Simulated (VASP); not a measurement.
Write the native input for VASP 6.6.1 that does the following.

```
Task                   : single point
Functional             : r2SCAN
Potentials or basis    : VASP PAW PBE potentials, release 64 (Co)
Cutoff                 : 520 eV
k mesh                 : 8 × 8 × 8
Occupations            : gaussian, width 0.1 eV
Spin                   : collinear spin, ferromagnetic start
Starting moments       : [2.28] μB
Dipole correction      : no
Further INCAR settings : ALGO = Normal; EDIFF = 1e-06; NBANDS = 14
```

Crystal: Co.

```
Co
1.0
     2.32282    0.00000    0.00000
     0.00000    2.32282    0.00000
     0.00000    0.00000    2.32282
Co
1
Direct
  0.00000 0.00000 0.00000
```

One way to write it, as run:

POSCAR

```
Co
1.0
    2.3228229210      0.0000000000      0.0000000000
    0.0000000000      2.3228229210      0.0000000000
    0.0000000000      0.0000000000      2.3228229210
Co
1
Direct
    0.0000000000      0.0000000000      0.0000000000
```

INCAR.step1

```
PREC = Accurate
ENCUT = 520
ISMEAR = 0
SIGMA = 0.1
LREAL = False
LASPH = True
NELM = 150
ISPIN = 2
MAGMOM = 2.28
LMAXMIX = 4
NBANDS = 14
GGA = PE
ALGO = Normal
EDIFF = 1E-4
LWAVE = True
LCHARG = False
```

INCAR.step2

```
PREC = Accurate
ENCUT = 520
EDIFF = 1E-6
ISMEAR = 0
SIGMA = 0.1
LREAL = False
LASPH = True
NELM = 150
ALGO = Normal
ISIF = 2
LWAVE = False
LCHARG = False
ISPIN = 2
MAGMOM = 2.28
LORBIT = 11
LMAXMIX = 4
METAGGA = R2SCAN
LMIXTAU = True
NBANDS = 14
ISTART = 1
```

KPOINTS

```
regular mesh
0
Gamma
  8 8 8
```

Potentials or basis: VASP PAW PBE potentials, release 64 (Co).

Run with:

```sh
$ cat potpaw_PBE.64/Co/POTCAR > POTCAR
$ cp INCAR.step1 INCAR
$ mpirun -np 1 vasp_std > vasp.out
$ cp INCAR.step2 INCAR
$ mpirun -np 1 vasp_std > vasp.out
```

Results of the run:

```
Pressure                                              : 0.0 GPa
Net moment                                            : 2.04 μB per cell
Site moments                                          : Co +2.08 μB
Valence electrons inside the program's atomic spheres : Co 8.21
```

Caveat: the PAW data sets were made with another functional, which shifts forces and pressure a little.

Wall time 110 s on 1 thread of AMD EPYC 7R13 (shared host), peak memory 0.1 GiB.
